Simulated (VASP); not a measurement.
# Rh (Fm-3m) in VASP: a series of runs

Rh is run at these levels: PBE; tasks: single point, relaxation of cell and atoms.

Everything below comes from runs of VASP 6.6.1. Logs are shortened: lines on timing, memory, paths and dates and some standing lists are left out, and cuts for length are marked.

## (1) The cell of the first run

It takes space group Fm-3m (No. 225, cubic). Conventional cell: a = 3.889 Å, b = 3.889 Å, c = 3.889 Å, α = 90.00°, β = 90.00°, γ = 90.00°. Within 3.6 Å of Rh (site symmetry m-3m) lie 12 Rh at 2.75 Å.

## (2) Single point, PBE

Contents of INCAR:

```
SYSTEM = Rh
ALGO = Normal
EDIFF = 1E-6
ENCUT = 520
GGA = PE
ISIF = 2
ISMEAR = 0
LASPH = .True.
LCHARG = .False.
LREAL = .False.
LWAVE = .False.
NBANDS = 14
NELM = 80
PREC = Accurate
SIGMA = 0.1
```

Contents of KPOINTS:

```
k-points
0
Gamma
  8 8 8
  0 0 0
```

Contents of POSCAR:

```
Rh
1.0
    0.0000000000      1.9446475787      1.9446475787
    1.9446475787      0.0000000000      1.9446475787
    1.9446475787      1.9446475787      0.0000000000
Rh
1
Direct
    0.0000000000      0.0000000000      0.0000000000
```

Potentials or basis: VASP PAW PBE potentials, release 64 (Rh_pv).

The run is started by

```
cat potpaw_PBE.64/Rh_pv/POTCAR > POTCAR
mpirun -np 1 vasp_std > vasp.out
```

OUTCAR:

```text
SYSTEM = Rh
   EDIFF = 1E-6
   ENCUT = 520
   GGA = PE
   ISIF = 2
   ISMEAR = 0
   LASPH = .True.
   LREAL = .False.
   NELM = 80
   PREC = Accurate

 ion  position               nearest neighbor table
   1  0.000  0.000  0.000-

  LATTYP: Found a face centered cubic cell.
 ALAT       =     3.8892951574

  Lattice vectors:

 A1 = (   0.0000000000,   1.9446475787,   1.9446475787)
 A2 = (   1.9446475787,   0.0000000000,   1.9446475787)
 A3 = (   1.9446475787,   1.9446475787,   0.0000000000)

Analysis of symmetry for initial positions (statically):
=====================================================================
 Subroutine PRICEL returns:
 Original cell was already a primitive cell.

 Routine SETGRP: Setting up the symmetry group for a
 face centered cubic supercell.

 Subroutine GETGRP returns: Found 48 space group operations
 (whereof 48 operations were pure point group operations)
 out of a pool of 48 trial point group operations.

The static configuration has the point symmetry O_h .

Analysis of symmetry for dynamics (positions and initial velocities):
=====================================================================
 Subroutine PRICEL returns:
 Original cell was already a primitive cell.

 Routine SETGRP: Setting up the symmetry group for a
 face centered cubic supercell.

 Subroutine GETGRP returns: Found 48 space group operations
 (whereof 48 operations were pure point group operations)
 out of a pool of 48 trial point group operations.

The dynamic configuration has the point symmetry O_h .

 Subroutine INISYM returns: Found 48 space group operations
 (whereof 48 operations are pure point group operations),
 and found     1 'primitive' translations

----------------------------------------------------------------------------------------

                                     Primitive cell

  volume of cell :      14.7080

  direct lattice vectors                    reciprocal lattice vectors
     0.000000000  1.944647579  1.944647579    -0.257115996  0.257115996  0.257115996
     1.944647579  0.000000000  1.944647579     0.257115996 -0.257115996  0.257115996
     1.944647579  1.944647579  0.000000000     0.257115996  0.257115996 -0.257115996

  length of vectors
     2.750146980  2.750146980  2.750146980     0.445337969  0.445337969  0.445337969

  position of ions in fractional coordinates (direct lattice)
     0.000000000  0.000000000  0.000000000

  ion indices of the primitive-cell ions
   primitive index   ion index
                 1           1

----------------------------------------------------------------------------------------

 KPOINTS: k-points

Automatic generation of k-mesh.
 Grid dimensions read from file:
 generate k-points for:    8    8    8

 Generating k-lattice:

  Cartesian coordinates                     Fractional coordinates (reciprocal lattice)
    -0.032139500  0.032139500  0.032139500     0.125000000  0.000000000  0.000000000
     0.032139500 -0.032139500  0.032139500     0.000000000  0.125000000  0.000000000
     0.032139500  0.032139500 -0.032139500     0.000000000  0.000000000  0.125000000

  Length of vectors
     0.055667246  0.055667246  0.055667246

  Shift w.r.t. Gamma in fractional coordinates (k-lattice)
     0.000000000  0.000000000  0.000000000

 Subroutine IBZKPT returns following result:
 ===========================================

 Found     29 irreducible k-points:

 Following reciprocal coordinates:
            Coordinates               Weight
  0.000000  0.000000  0.000000      1.000000
  0.125000  0.000000  0.000000      8.000000
  0.250000  0.000000  0.000000      8.000000
  0.375000  0.000000  0.000000      8.000000
  0.500000  0.000000  0.000000      4.000000
  0.125000  0.125000  0.000000      6.000000
[... 16 lines left out ...]
  0.500000  0.250000  0.125000     48.000000
 -0.375000  0.250000  0.125000     24.000000
 [... further k-points ...]
   k-points           NKPTS =     29   k-points in BZ     NKDIM =     29   number of bands    NBANDS=     14
   number of dos      NEDOS =    301   number of ions     NIONS =      1
   total plane-waves  NPLWV =   8000
   dimension x,y,z NGX =    20 NGY =   20 NGZ =   20
   dimension x,y,z NGXF=    40 NGYF=   40 NGZF=   40
   ions per type =               1
   NGX,Y,Z   is equivalent  to a cutoff of  12.09, 12.09, 12.09 a.u.
   NGXF,Y,Z  is equivalent  to a cutoff of  24.18, 24.18, 24.18 a.u.
 SYSTEM =  Rh
   PREC   = accura    normal or accurate (medium, high low for compatibility)
   ISTART =      0    job   : 0-new  1-cont  2-samecut
   ICHARG =      2    charge: 1-file 2-atom 10-const
   ISPIN  =      1    spin polarized calculation?
   LNONCOLLINEAR =      F non collinear calculations
   LSORBIT =      F    spin-orbit coupling
   LASPH  =      T    aspherical Exc in radial PAW
   ENCUT  =  520.0 eV  38.22 Ry    6.18 a.u.   5.11  5.11  5.11*2*pi/ulx,y,z
   NELM   =     80;   NELMIN=  2; NELMDL= -5     # of ELM steps
   EDIFF  = 0.1E-05   stopping-criterion for ELM
   LREAL  =      F    real-space projection
   EDIFFG = 0.1E-04   stopping-criterion for IOM
   NSW    =      0    number of steps for IOM
   IBRION =     -1    ionic relax: 0-MD 1-quasi-New 2-CG
   NFREE  =      0    steps in history (QN), initial steepest desc. (CG)
   ISIF   =      2    stress and relaxation
   ISYM   =      2    0-nonsym 1-usesym 2-fastsym
   POTIM  = 0.5000    time-step for ionic-motion
   TEBEG  =    0.0;   TEEND  =   0.0 temperature during run
   PSTRESS=    0.0 pullay stress
   NELECT =      15.0000    total number of electrons
   NUPDOWN=      -1.0000    fix difference up-down
   EMIN   =  10.00;   EMAX   =-10.00  energy-range for DOS
[... 5 lines left out ...]
     AMIX     =   0.40;   BMIX     =  1.00
     AMIX_MAG =   1.60;   BMIX_MAG =  1.00
  volume/ion in A,a.u.               =      14.71        99.25
  Fermi-wavevector in a.u.,A,eV,Ry     =   1.647863  3.114009 36.945958  2.715451
  Thomas-Fermi vector in A             =   2.737250
   LORBIT       =      0    0 simple, 1 ext, 2 COOP (PROOUT), +10 PAW based schemes
   GGA     = PE    functional components
   LHFCALC =     F    Hartree Fock is set to
   AEXX    =    0.0000 exact exchange contribution
   IVDW    =     0    specifies the selected vdW correction
   LEPSILON=     F    determine dielectric tensor
   LRPA    =     F    only Hartree local field effects (RPA)
 non-spin polarized calculation
 Gauss-broadening in eV      SIGMA  =   0.10
  energy-cutoff  :      520.00
  volume of cell :       14.71
 maximum number of plane-waves:       415
   NGX = 11   NGY = 11   NGZ = 11

 number of electron      14.9999992 magnetization

 Free energy of the ion-electron system (eV)
  ---------------------------------------------------
  ext. energy  EPLUGINS =         0.00000000
  ---------------------------------------------------
  free energy    TOTEN  =        -7.21326464 eV

  energy without entropy =       -7.20205367  energy(sigma->0) =       -7.20765915

 E-fermi :  10.7370     XC(G=0): -13.5961

 val. band max:       10.7138201369   @ k =  -0.3750   0.2500   0.0000
 cond. band min:      10.7932005216   @ k =   0.3750   0.0000   0.0000
 fundamental gap:      0.0793803847
 Fermi energy:        10.7369981589

 k-point     1 :       0.0000    0.0000    0.0000
  band No.  band energies     occupation
      1     -35.5250      2.00000
      2     -35.5250      2.00000
      3     -35.5250      2.00000
      4       3.2400      2.00000
      5       7.9524      2.00000
      6       7.9524      2.00000
      7       7.9524      2.00000
      8       9.8345      2.00000
      9       9.8345      2.00000
     10      26.7195      0.00000
     11      31.4979      0.00000
     12      31.8133      0.00000
     13      31.8133      0.00000
     14      31.8133      0.00000

 k-point     2 :       0.1250    0.0000    0.0000
  band No.  band energies     occupation
      1     -35.6120      2.00000
      2     -35.5370      2.00000
      3     -35.5370      2.00000
      4       3.8078      2.00000
      5       7.7435      2.00000
      6       8.1476      2.00000
      7       8.1476      2.00000
      8       9.7490      2.00000
      9       9.7490      2.00000
     10      27.4056      0.00000
     11      29.2800      0.00000
     12      31.5001      0.00000
     13      32.5966      0.00000
     14      32.5966      0.00000

 k-point     3 :       0.2500    0.0000    0.0000
  band No.  band energies     occupation
      1     -35.8187      2.00000
      2     -35.5658      2.00000
      3     -35.5658      2.00000
      4       4.9772      2.00000
      5       7.8182      2.00000
      6       8.2835      2.00000
      7       8.2835      2.00000
      8       9.9875      2.00000
      9       9.9875      2.00000
     10      25.2982      0.00000
     11      28.0543      0.00000
     12      31.4993      0.00000
     13      34.2774      0.00000
     14      34.2774      0.00000
[... 324 lines left out ...]
 k-point    23 :       0.5000    0.2500    0.1250
  band No.  band energies     occupation
      1     -35.9785      2.00000
      2     -35.7375      2.00000
      3     -35.6366      2.00000
      4       6.2393      2.00000
      5       7.2192      2.00000
      6       7.6694      2.00000
      7       9.1888      2.00000
      8      10.6136      1.91894
      9      13.6214      0.00000
     10      21.7387      0.00000
     11      25.9576      0.00000
     12      27.8902      0.00000
     13      31.4998      0.00000
     14      32.4289      0.00000

 k-point    24 :      -0.3750    0.2500    0.1250
  band No.  band energies     occupation
      1     -36.0255      2.00000
      2     -35.7577      2.00000
      3     -35.6550      2.00000
      4       6.1782      2.00000
      5       7.0056      2.00000
      6       8.3211      2.00000
      7       8.9317      2.00000
      8      11.0613      0.00000
      9      15.8470      0.00000
     10      18.5818      0.00000
     11      26.2936      0.00000
     12      26.8081      0.00000
     13      31.3385      0.00000
     14      31.5007      0.00000

 [... further k-points ...]

------------------------ aborting loop because EDIFF is reached ----------------------------------------

  FORCE on cell =-STRESS in cart. coord.  units (eV):
  Direction    XX          YY          ZZ          XY          YZ          ZX
  --------------------------------------------------------------------------------------
  -------------------------------------------------------------------------------------
  Total       -0.8926964     -0.8926964     -0.8926964      0.0000000      0.0000000      0.0000000
  in kB      -97.2437405    -97.2437405    -97.2437405      0.0000000      0.0000000      0.0000000
  external PRESSURE =     -97.2437405 kB  Pullay stress =       0.0000000 kB

 VOLUME and BASIS-vectors are now :
 -----------------------------------------------------------------------------
  energy-cutoff  :      520.00
  volume of cell :       14.71
      direct lattice vectors                 reciprocal lattice vectors
     0.000000000  1.944647579  1.944647579    -0.257115996  0.257115996  0.257115996
     1.944647579  0.000000000  1.944647579     0.257115996 -0.257115996  0.257115996
     1.944647579  1.944647579  0.000000000     0.257115996  0.257115996 -0.257115996

 POSITION                                       TOTAL-FORCE (eV/Angst)
 -----------------------------------------------------------------------------------
      0.00000      0.00000      0.00000         0.000000      0.000000      0.000000
 -----------------------------------------------------------------------------------
    total drift:                                0.000000     -0.000000      0.000000

  FREE ENERGIE OF THE ION-ELECTRON SYSTEM (eV)
  ---------------------------------------------------
  free  energy   TOTEN  =        -7.2132646357 eV

  energy  without entropy=       -7.2020536733  energy(sigma->0) =       -7.20765915
```

Wall time 4 s (1 thread of Intel Xeon Platinum 8488C (Sapphire Rapids), shared host); peak memory 0.12 GiB.

Results:

- Free energy: -7.2133 eV
- Pressure: -9.7 GPa

(Part 1 of 2 ends here.)
